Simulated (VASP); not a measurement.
# RbBr (F-43m) in VASP: settings compared

RbBr is run at these levels: PBE, LDA; tasks: single point.

Everything below comes from runs of VASP 6.6.1. Logs are shortened: lines on timing, memory, paths and dates and some standing lists are left out, and cuts for length are marked.

### Step 1. The cell of the first run

It takes space group F-43m (No. 216, cubic). The conventional cell has a = 7.739 Å, b = 7.739 Å, c = 7.739 Å, α = 90.00°, β = 90.00°, γ = 90.00°. Rb (site symmetry -43m) has 4 Br at 3.35 Å within 4.4 Å. Br (site symmetry -43m) has 4 Rb at 3.35 Å within 4.4 Å.

### Step 2. Single point, PBE

INCAR reads:

```
SYSTEM = RbBr
ALGO = Normal
EDIFF = 1E-6
ENCUT = 520
GGA = PE
ISIF = 2
ISMEAR = 0
LASPH = .TRUE.
LCHARG = .FALSE.
LREAL = .FALSE.
LWAVE = .FALSE.
NBANDS = 15
NELM = 100
PREC = Accurate
SIGMA = 0.01
```

KPOINTS reads:

```
k-points
0
G
  4 4 4
  0 0 0
```

POSCAR reads:

```
RbBr
1.0
    0.0000000000      3.8694967111      3.8694967111
    3.8694967111      0.0000000000      3.8694967111
    3.8694967111      3.8694967111      0.0000000000
Rb Br
1 1
Direct
    0.0000000000      0.0000000000      0.0000000000
    0.2500000000      0.2500000000      0.2500000000
```

Potentials or basis: VASP PAW PBE potentials, release 64 (Rb_sv, Br).

Launch:

```bash
$ cat potpaw_PBE.64/Rb_sv/POTCAR potpaw_PBE.64/Br/POTCAR > POTCAR
$ mpirun -np 1 vasp_std > vasp.out
```

OUTCAR:

```text
SYSTEM = RbBr
   EDIFF = 1E-6
   ENCUT = 520
   GGA = PE
   ISIF = 2
   ISMEAR = 0
   LASPH = .TRUE.
   LREAL = .FALSE.
   NELM = 100
   PREC = Accurate

 ion  position               nearest neighbor table
   1  0.000  0.000  0.000-   2 3.35   2 3.35   2 3.35   2 3.35
   2  0.250  0.250  0.250-   1 3.35   1 3.35   1 3.35   1 3.35

  LATTYP: Found a face centered cubic cell.
 ALAT       =     7.7389934222

  Lattice vectors:

 A1 = (   0.0000000000,   3.8694967111,   3.8694967111)
 A2 = (   3.8694967111,   0.0000000000,   3.8694967111)
 A3 = (   3.8694967111,   3.8694967111,   0.0000000000)

Analysis of symmetry for initial positions (statically):
=====================================================================
 Subroutine PRICEL returns:
 Original cell was already a primitive cell.

 Routine SETGRP: Setting up the symmetry group for a
 face centered cubic supercell.

 Subroutine GETGRP returns: Found 24 space group operations
 (whereof 24 operations were pure point group operations)
 out of a pool of 48 trial point group operations.

The static configuration has the point symmetry T_d .

Analysis of symmetry for dynamics (positions and initial velocities):
=====================================================================
 Subroutine PRICEL returns:
 Original cell was already a primitive cell.

 Routine SETGRP: Setting up the symmetry group for a
 face centered cubic supercell.

 Subroutine GETGRP returns: Found 24 space group operations
 (whereof 24 operations were pure point group operations)
 out of a pool of 48 trial point group operations.

The dynamic configuration has the point symmetry T_d .

 Subroutine INISYM returns: Found 24 space group operations
 (whereof 24 operations are pure point group operations),
 and found     1 'primitive' translations

----------------------------------------------------------------------------------------

                                     Primitive cell

  volume of cell :     115.8760

  direct lattice vectors                    reciprocal lattice vectors
     0.000000000  3.869496711  3.869496711    -0.129215771  0.129215771  0.129215771
     3.869496711  0.000000000  3.869496711     0.129215771 -0.129215771  0.129215771
     3.869496711  3.869496711  0.000000000     0.129215771  0.129215771 -0.129215771

  length of vectors
     5.472294728  5.472294728  5.472294728     0.223808280  0.223808280  0.223808280

  position of ions in fractional coordinates (direct lattice)
     0.000000000  0.000000000  0.000000000
     0.250000000  0.250000000  0.250000000

  ion indices of the primitive-cell ions
   primitive index   ion index
                 1           1
                 2           2

----------------------------------------------------------------------------------------

 KPOINTS: k-points

Automatic generation of k-mesh.
 Grid dimensions read from file:
 generate k-points for:    4    4    4

 Generating k-lattice:

  Cartesian coordinates                     Fractional coordinates (reciprocal lattice)
    -0.032303943  0.032303943  0.032303943     0.250000000  0.000000000  0.000000000
     0.032303943 -0.032303943  0.032303943     0.000000000  0.250000000  0.000000000
     0.032303943  0.032303943 -0.032303943     0.000000000  0.000000000  0.250000000

  Length of vectors
     0.055952070  0.055952070  0.055952070

  Shift w.r.t. Gamma in fractional coordinates (k-lattice)
     0.000000000  0.000000000  0.000000000

 Subroutine IBZKPT returns following result:
 ===========================================

 Found      8 irreducible k-points:

 Following reciprocal coordinates:
            Coordinates               Weight
  0.000000  0.000000  0.000000      1.000000
  0.250000  0.000000  0.000000      8.000000
  0.500000  0.000000  0.000000      4.000000
  0.250000  0.250000  0.000000      6.000000
  0.500000  0.250000  0.000000     24.000000
 -0.250000  0.250000  0.000000     12.000000
  0.500000  0.500000  0.000000      3.000000
 -0.250000  0.500000  0.250000      6.000000
   k-points           NKPTS =      8   k-points in BZ     NKDIM =      8   number of bands    NBANDS=     15
   number of dos      NEDOS =    301   number of ions     NIONS =      2
   total plane-waves  NPLWV =  74088
   dimension x,y,z NGX =    42 NGY =   42 NGZ =   42
   dimension x,y,z NGXF=    84 NGYF=   84 NGZF=   84
   ions per type =               1   1
   NGX,Y,Z   is equivalent  to a cutoff of  12.76, 12.76, 12.76 a.u.
   NGXF,Y,Z  is equivalent  to a cutoff of  25.52, 25.52, 25.52 a.u.
 SYSTEM =  RbBr
   PREC   = accura    normal or accurate (medium, high low for compatibility)
   ISTART =      0    job   : 0-new  1-cont  2-samecut
   ICHARG =      2    charge: 1-file 2-atom 10-const
   ISPIN  =      1    spin polarized calculation?
   LNONCOLLINEAR =      F non collinear calculations
   LSORBIT =      F    spin-orbit coupling
   LASPH  =      T    aspherical Exc in radial PAW
   ENCUT  =  520.0 eV  38.22 Ry    6.18 a.u.  10.17 10.17 10.17*2*pi/ulx,y,z
   NELM   =    100;   NELMIN=  2; NELMDL= -5     # of ELM steps
   EDIFF  = 0.1E-05   stopping-criterion for ELM
   LREAL  =      F    real-space projection
   EDIFFG = 0.1E-04   stopping-criterion for IOM
   NSW    =      0    number of steps for IOM
   IBRION =     -1    ionic relax: 0-MD 1-quasi-New 2-CG
   NFREE  =      0    steps in history (QN), initial steepest desc. (CG)
   ISIF   =      2    stress and relaxation
   ISYM   =      2    0-nonsym 1-usesym 2-fastsym
   POTIM  = 0.5000    time-step for ionic-motion
   TEBEG  =    0.0;   TEEND  =   0.0 temperature during run
   PSTRESS=    0.0 pullay stress
   NELECT =      16.0000    total number of electrons
   NUPDOWN=      -1.0000    fix difference up-down
   EMIN   =  10.00;   EMAX   =-10.00  energy-range for DOS
   EFERMI =   0.00;   METHOD = LEGACY
   ISMEAR =     0;   SIGMA  =   0.01  broadening in eV -4-tet -1-fermi 0-gaus
   EFERMI_NEDOS =   21; number of points for ismear=-14 and -15
   IALGO  =     38    algorithm
   IMIX   =      4    mixing-type and parameters
     AMIX     =   0.40;   BMIX     =  1.00
     AMIX_MAG =   1.60;   BMIX_MAG =  1.00
  volume/ion in A,a.u.               =      57.94       390.98
  Fermi-wavevector in a.u.,A,eV,Ry     =   0.846156  1.599003  9.741495  0.715980
  Thomas-Fermi vector in A             =   1.961458
   LORBIT       =      0    0 simple, 1 ext, 2 COOP (PROOUT), +10 PAW based schemes
   GGA     = PE    functional components
   LHFCALC =     F    Hartree Fock is set to
   AEXX    =    0.0000 exact exchange contribution
   IVDW    =     0    specifies the selected vdW correction
   LEPSILON=     F    determine dielectric tensor
   LRPA    =     F    only Hartree local field effects (RPA)
 non-spin polarized calculation
 Gauss-broadening in eV      SIGMA  =   0.01
  energy-cutoff  :      520.00
  volume of cell :      115.88
 maximum number of plane-waves:      3142
 NGX is ok and might be reduce to    42
   NGX = 21   NGY = 21   NGZ = 21

 number of electron      15.9999998 magnetization

 Free energy of the ion-electron system (eV)
  ---------------------------------------------------
  ext. energy  EPLUGINS =         0.00000000
  ---------------------------------------------------
  free energy    TOTEN  =        -5.92750070 eV

  energy without entropy =       -5.92750070  energy(sigma->0) =       -5.92750070

 E-fermi :  -3.0237     XC(G=0):  -5.7334

 val. band max:       -3.0806955435   @ k =   0.5000   0.5000   0.0000
 cond. band min:       0.9940300607   @ k =   0.0000   0.0000   0.0000
 fundamental gap:      4.0747256043
 Fermi energy:        -3.0237251298

 k-point     1 :       0.0000    0.0000    0.0000
  band No.  band energies     occupation
      1     -27.6700      2.00000
      2     -14.9548      2.00000
      3     -11.7770      2.00000
      4     -11.7770      2.00000
      5     -11.7770      2.00000
      6      -3.1687      2.00000
      7      -3.1687      2.00000
      8      -3.1687      2.00000
      9       0.9940      0.00000
     10       5.0772      0.00000
     11       5.0772      0.00000
     12       6.0422      0.00000
     13       6.0422      0.00000
     14       6.0422      0.00000
     15       7.0472      0.00000

 k-point     2 :       0.2500    0.0000    0.0000
  band No.  band energies     occupation
      1     -27.6690      2.00000
      2     -14.9770      2.00000
      3     -11.7831      2.00000
      4     -11.7831      2.00000
      5     -11.7528      2.00000
      6      -3.2955      2.00000
      7      -3.1450      2.00000
      8      -3.1450      2.00000
      9       1.8033      0.00000
     10       4.7234      0.00000
     11       4.7234      0.00000
     12       5.1075      0.00000
     13       5.9898      0.00000
     14       6.5162      0.00000
     15       6.5162      0.00000

 k-point     3 :       0.5000    0.0000    0.0000
  band No.  band energies     occupation
      1     -27.6679      2.00000
      2     -14.9987      2.00000
      3     -11.7892      2.00000
      4     -11.7892      2.00000
      5     -11.7300      2.00000
      6      -3.3787      2.00000
      7      -3.1225      2.00000
      8      -3.1225      2.00000
      9       3.1903      0.00000
     10       3.4020      0.00000
     11       4.7247      0.00000
     12       4.7247      0.00000
     13       6.1046      0.00000
     14       6.1046      0.00000
     15       6.6271      0.00000
[... 55 lines left out ...]
 k-point     7 :       0.5000    0.5000    0.0000
  band No.  band energies     occupation
      1     -27.6672      2.00000
      2     -15.0127      2.00000
      3     -11.8065      2.00000
      4     -11.8065      2.00000
      5     -11.6872      2.00000
      6      -3.4736      2.00000
      7      -3.0807      2.00000
      8      -3.0807      2.00000
      9       2.8392      0.00000
     10       3.6502      0.00000
     11       5.3427      0.00000
     12       5.8691      0.00000
     13       5.9665      0.00000
     14       5.9665      0.00000
     15       6.4267      0.00000

 k-point     8 :      -0.2500    0.5000    0.2500
  band No.  band energies     occupation
      1     -27.6672      2.00000
      2     -15.0124      2.00000
      3     -11.8181      2.00000
      4     -11.8069      2.00000
      5     -11.6759      2.00000
      6      -3.3367      2.00000
      7      -3.2232      2.00000
      8      -3.0818      2.00000
      9       2.9727      0.00000
     10       3.6434      0.00000
     11       5.2777      0.00000
     12       5.4309      0.00000
     13       5.6966      0.00000
     14       5.9619      0.00000
     15       6.9193      0.00000

------------------------ aborting loop because EDIFF is reached ----------------------------------------

  FORCE on cell =-STRESS in cart. coord.  units (eV):
  Direction    XX          YY          ZZ          XY          YZ          ZX
  --------------------------------------------------------------------------------------
  -------------------------------------------------------------------------------------
  Total        0.1344745      0.1344745      0.1344745      0.0000000      0.0000000     -0.0000000
  in kB        1.8593333      1.8593333      1.8593333      0.0000000      0.0000000     -0.0000000
  external PRESSURE =       1.8593333 kB  Pullay stress =       0.0000000 kB

 VOLUME and BASIS-vectors are now :
 -----------------------------------------------------------------------------
  energy-cutoff  :      520.00
  volume of cell :      115.88
      direct lattice vectors                 reciprocal lattice vectors
     0.000000000  3.869496711  3.869496711    -0.129215771  0.129215771  0.129215771
     3.869496711  0.000000000  3.869496711     0.129215771 -0.129215771  0.129215771
     3.869496711  3.869496711  0.000000000     0.129215771  0.129215771 -0.129215771

 POSITION                                       TOTAL-FORCE (eV/Angst)
 -----------------------------------------------------------------------------------
      0.00000      0.00000      0.00000        -0.000000     -0.000000     -0.000000
      1.93475      1.93475      1.93475         0.000000      0.000000      0.000000
 -----------------------------------------------------------------------------------
    total drift:                                0.000000      0.000000      0.000000

  FREE ENERGIE OF THE ION-ELECTRON SYSTEM (eV)
  ---------------------------------------------------
  free  energy   TOTEN  =        -5.9275006986 eV

  energy  without entropy=       -5.9275006986  energy(sigma->0) =       -5.92750070
```

Wall time 18 s (1 thread of Intel Xeon Platinum 8488C (Sapphire Rapids), shared host); peak memory 0.24 GiB.

What came out:

| Item | Value |
| --- | --- |
| Free energy | -5.9275 eV |
| Pressure | 0.2 GPa |
| Band gap on the k mesh | 4.07 eV, indirect (least direct gap 4.16 eV) |

### Step 3. Single point, PBE

INCAR reads:

```
PREC = Accurate ; ENCUT = 520
EDIFF = 1E-7 ; ISMEAR = 0
SIGMA = 0.01 ; LREAL = False
LASPH = True ; NELM = 100
ALGO = Normal ; ISIF = 2
LWAVE = False ; LCHARG = False
GGA = PE ; NBANDS = 15
```

KPOINTS reads:

```
regular mesh
0
Gamma
  4 4 4
```

POSCAR is that of step 2.

Potentials or basis: VASP PAW PBE potentials, release 64 (Rb_sv, Br).

Launch:

```bash
$ cat potpaw_PBE.64/Rb_sv/POTCAR potpaw_PBE.64/Br/POTCAR > POTCAR
$ mpirun -np 1 vasp_std > vasp.out
```

Wall time 15 s (1 thread of Intel Xeon Platinum 8488C (Sapphire Rapids), shared host); peak memory 0.25 GiB.

The run converged. Its results:

```yaml
Free_energy: -5.9275 eV
Pressure: 0.2 GPa
Band_gap_on_the_k_mesh: 4.08 eV, indirect (least direct gap 4.16 eV)
```

Levels at points of the mesh, in eV from the valence-band top:
| k point | band 4 | band 5 | band 6 | band 7 | band 8 | band 9 | band 10 | band 11 | band 12 | band 13 |
| --- | --- | --- | --- | --- | --- | --- | --- | --- | --- | --- |
| (0.00, 0.00, 0.00) | -8.70 | -8.70 | -0.09 | -0.09 | -0.09 | 4.08 | 8.16 | 8.16 | 9.12 | 9.12 |
| (0.50, 0.00, 0.00) | -8.71 | -8.65 | -0.30 | -0.04 | -0.04 | 6.27 | 6.48 | 7.81 | 7.81 | 9.19 |
| (0.50, 0.50, 0.00) | -8.73 | -8.61 | -0.39 | 0.00 | 0.00 | 5.92 | 6.73 | 8.42 | 8.95 | 9.05 |

A k mesh can miss the band edges. As with any semilocal functional, this PBE gap is likely too small.

[end of part 1 of 2]
